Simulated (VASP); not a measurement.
Wanted: the native input for a VASP 6.6.1 run.

```
Task                   : single point
Functional             : RPBE
Potentials or basis    : VASP PAW PBE potentials, release 64 (As)
Cutoff                 : 520 eV
k mesh                 : 9 × 9 × 12
Occupations            : fermi-dirac, width 0.1 eV
Spin                   : no spin polarisation
Dipole correction      : no
Further INCAR settings : ALGO = Normal; EDIFF = 1e-06; NBANDS = 14
```

The structure of As lies in POSCAR:

```
As
1.0
    4.8834752713      0.0000000000      0.0000000000
   -2.4417376356      4.2292136437      0.0000000000
    0.0000000000      0.0000000000      2.8476380195
As
3
Direct
    0.0000000000      1.0000000000      0.0000000000
    0.3333333333      0.6666666667      0.5000000000
    0.6666666667      0.3333333333      0.5000000000
```

The input as run:

INCAR

```
PREC     = Accurate       # precision mode
ENCUT    = 520            # plane-wave cutoff, eV
EDIFF    = 1E-6           # SCF threshold, eV
ISMEAR   = -1             # smearing method
SIGMA    = 0.1            # smearing width, eV
LREAL    = False          # projectors in reciprocal space
LASPH    = True           # aspherical terms in the spheres
NELM     = 80             # most SCF steps
ALGO     = Normal         # electronic algorithm
ISIF     = 2              # what is computed and relaxed
LWAVE    = False          # write WAVECAR
LCHARG   = False          # write CHGCAR
GGA      = RP             # functional
NBANDS   = 14             # bands
```

KPOINTS

```
Automatic mesh
0
Gamma
  9 9 12
```

Potentials or basis: VASP PAW PBE potentials, release 64 (As).

Command:

```sh
$ cat potpaw_PBE.64/As/POTCAR > POTCAR
$ mpirun -np 1 vasp_std > vasp.out
```

Results of the run:

```yaml
Pressure: 0.2 GPa
```

Caveat: the PAW data sets were made with another functional, which shifts forces and pressure a little.

It took 15 s on 1 thread of Intel(R) Xeon(R) 6975P-C (Granite Rapids), on a shared host, peak memory 0.2 GiB.
